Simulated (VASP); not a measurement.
**Pb: single point with PBE**

Pb, a slab with vacuum:

```
CELL_PARAMETERS angstrom
5.65652 0.00000 0.00000
-2.82826 4.89869 0.00000
0.00000 0.00000 18.30930
ATOMIC_POSITIONS crystal
Pb 0.16667 0.33333 0.45424
Pb 0.50000 0.00000 0.52280
Pb 0.83333 0.66667 0.52296
```

```json
{
  "Program": "VASP 6.6.1",
  "Task": "single point",
  "Functional": "PBE",
  "Potentials or basis": "VASP PAW PBE potentials, release 64 (Pb_d)",
  "Cutoff": "520 eV",
  "k mesh": "8 × 8 × 1",
  "Occupations": "fermi-dirac, width 0.08 eV",
  "Spin": "no spin polarisation",
  "Dipole correction": "yes",
  "Further INCAR settings": "ALGO = Normal; EDIFF = 1e-07; NBANDS = 28"
}
```

```json
{
  "Largest force": "0.006 eV/Å",
  "Band gap on the k mesh": "zero (bands 21 and 22 overlap by 0.35 eV)"
}
```

Forces on the atoms (eV/Å):
```
Pb   0.000  0.000 -0.004
Pb   0.000  0.000  0.006
Pb   0.000  0.000 -0.002
```

Levels at points of the mesh, in eV from the Fermi level:
| k point | band 19 | band 20 | band 21 | band 22 | band 23 | band 24 |
| --- | --- | --- | --- | --- | --- | --- |
| (0.00, 0.00, 0.00) | -0.92 | -0.92 | -0.86 | -0.48 | -0.48 | 0.78 |
| (0.50, 0.00, 0.00) | -2.51 | -0.93 | -0.69 | 1.13 | 2.34 | 2.35 |

Wall time 2.2 min on 1 thread of Intel(R) Xeon(R) 6975P-C (Granite Rapids) (shared host), peak memory 0.57 GiB.

Caveat: spin-orbit coupling is left out, which moves the levels of the heavy elements.
